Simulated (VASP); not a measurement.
Write the native input for VASP 6.6.1 that does the following.

- Task: single point
- Functional: LDA
- Potentials or basis: VASP PAW LDA potentials, release 64 (Ni)
- Cutoff: 520 eV
- k mesh: 24 × 24 × 24
- Occupations: gaussian, width 0.15 eV
- Spin: collinear spin
- Starting moments: [0.125] μB
- Fixed moment: 0.125 μB
- Dipole correction: no
- Further INCAR settings: ALGO = Normal; EDIFF = 1e-06; NBANDS = 15

The structure of Ni lies in POSCAR:

```
Ni
1.0
    0.0000000000      1.7780249946      1.7780249946
    1.7780249946      0.0000000000      1.7780249946
    1.7780249946      1.7780249946      0.0000000000
Ni
1
Direct
    0.0000000000      0.0000000000      0.0000000000
```

These files were run (other wordings do the same):

INCAR

```
PREC = Accurate
ENCUT = 520
EDIFF = 1E-6
ISMEAR = 0
SIGMA = 0.15
LREAL = False
LASPH = True
NELM = 150
ALGO = Normal
ISIF = 2
LWAVE = False
LCHARG = False
ISPIN = 2
MAGMOM = 0.125
LORBIT = 11
NUPDOWN = 0.125
LMAXMIX = 4
NBANDS = 15
```

KPOINTS

```
regular mesh
0
Gamma
  24 24 24
```

Potentials or basis: VASP PAW LDA potentials, release 64 (Ni).

Run with:

```sh
$ cat potpaw_LDA.64/Ni/POTCAR > POTCAR
$ mpirun -np 1 vasp_std > vasp.out
```

Results of the run:

The pressure is -22.5 GPa, the net moment is 0.12 μB per cell and the site moments are Ni +0.13 μB. The valence electrons inside the program's atomic spheres are Ni 9.27.

Caveat: the cell stands under tension; the total moment is fixed, so each spin has its own Fermi level.

Run time: 58 s on 1 thread of Intel(R) Xeon(R) 6975P-C (Granite Rapids) (shared host), peak memory 0.2 GiB.
